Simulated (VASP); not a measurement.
C: single point with PBE

C:

```xyz
2
Lattice="0.0000 1.7834 1.7655 1.7834 0.0000 1.7655 1.7834 1.7834 0.0000" Properties=species:S:1:pos:R:3 pbc="T T T"
C     2.6751    2.6751    2.6483
C     1.7834    1.7834    1.7655
```

```
Program             : VASP 6.6.1
Task                : single point
Functional          : PBE
Potentials or basis : VASP PAW PBE potentials, release 64 (C)
Cutoff              : 520 eV
k mesh              : 11 × 11 × 11
Occupations         : fermi-dirac, width 0.05 eV
Spin                : no spin polarisation
```

* Pressure: 7.0 GPa
* Band gap on the k mesh: 3.89 eV, indirect (least direct gap 5.43 eV)

Stress tensor (GPa, compression positive):
```
 3.88  0.00  0.00
 0.00  3.88  0.00
 0.00  0.00 13.23
```

Levels at points of the mesh, in eV from the valence-band top:
| k point | band 1 | band 2 | band 3 | band 4 | band 5 | band 6 | band 7 | band 8 | band 9 |
| --- | --- | --- | --- | --- | --- | --- | --- | --- | --- |
| (0.00, 0.00, 0.00) | -21.71 | -0.15 | -0.15 | 0.00 | 5.43 | 5.56 | 5.56 | 13.46 | 19.32 |

Run time: 7.8 s on 1 thread of Intel(R) Xeon(R) Platinum 8488C (Sapphire Rapids), on a shared host, peak memory 0.12 GiB.

A k mesh can miss the band edges.
